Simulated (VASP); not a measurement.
A run of VASP 6.6.1:

The input POSCAR:

```
Si7Ge
1.0
    5.5083809329      0.0000000000      0.0000000000
    0.0000000000      5.5083809329      0.0000000000
    0.0000000000      0.0000000000      5.5083809329
Si Ge
7 1
Direct
    0.2524750152      0.2524750152      0.2524750152
    0.0000000000      0.5000000000      0.5000000000
    0.5000000000      0.5000000000      0.0000000000
    0.5000000000      0.0000000000      0.5000000000
    0.7475249848      0.2524750152      0.7475249848
    0.7475249848      0.7475249848      0.2524750152
    0.2524750152      0.7475249848      0.7475249848
    0.0000000000      0.0000000000      0.0000000000
```

File INCAR.step1:

```
SYSTEM = Si7Ge
PREC = Accurate ; ENCUT = 520
ISMEAR = 0 ; SIGMA = 0.02
LREAL = .FALSE. ; LASPH = .TRUE.
NELM = 60 ; NBANDS = 31
GGA = PE ; ALGO = Normal
EDIFF = 1E-4 ; LWAVE = .TRUE.
LCHARG = .FALSE.
```

File INCAR.step2:

```
SYSTEM = Si7Ge
PREC = Accurate ; ENCUT = 520
EDIFF = 1E-6 ; ISMEAR = 0
SIGMA = 0.02 ; LREAL = .FALSE.
LASPH = .TRUE. ; NELM = 60
ALGO = Normal ; ISIF = 2
LWAVE = .FALSE. ; LCHARG = .FALSE.
METAGGA = R2SCAN ; LMIXTAU = .TRUE.
NBANDS = 31 ; ISTART = 1
```

KPOINTS

```
regular mesh
0
G
  8 8 8
  0 0 0
```

Potentials or basis: VASP PAW PBE potentials, release 64 (Si, Ge_d).

Command:

```sh
$ cat potpaw_PBE.64/Si/POTCAR potpaw_PBE.64/Ge_d/POTCAR > POTCAR
$ cp INCAR.step1 INCAR
$ mpirun -np 1 vasp_std > vasp.out
$ cp INCAR.step2 INCAR
$ mpirun -np 1 vasp_std > vasp.out
```

Hardware: 1 thread of Intel(R) Xeon(R) 6975P-C (Granite Rapids) (shared host).

Question: Estimate the wall time of this run.

Answer: Run time: 5.2 min on 1 thread of Intel(R) Xeon(R) 6975P-C (Granite Rapids), with other jobs on the host, peak memory 0.37 GiB. Counts: k points 35.
